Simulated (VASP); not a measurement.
Crystal: ZnSe.

```
CELL_PARAMETERS angstrom
3.32515 0.00000 0.00000
0.00000 3.32515 0.00000
0.00000 0.00000 3.32515
ATOMIC_POSITIONS crystal
Zn 0.00000 0.00000 0.00000
Se 0.50000 0.50000 0.50000
```

Base run:

```yaml
Program: VASP 6.6.1
Functional: r2SCAN
Potentials_or_basis: VASP PAW PBE potentials, release 64 (Zn, Se)
Cutoff: 550 eV
k_mesh: 6 × 6 × 6
Occupations: fermi-dirac, width 0.02 eV
Spin: no spin polarisation
```

Its results: band gap on the k mesh zero (band 9 reaches 4.22 eV, above the bottom of band 10 at 3.18 eV); pressure -0.2 GPa.

**Question.** The run is repeated on the same cell with these changes: functional from r2SCAN to PBEsol; cutoff from 550 eV to 500 eV; k mesh from 6 × 6 × 6 to 4 × 4 × 4. What comes out?

**Answer.** Band gap on the k mesh zero (band 9 reaches 4.60 eV, above the bottom of band 10 at 2.71 eV); pressure -0.8 GPa.

Several settings changed at once, so the effect can't be laid on one alone.

Caveats: some runs use coarse meshes; the PAW data sets were made with another functional, which shifts forces and pressure a little.
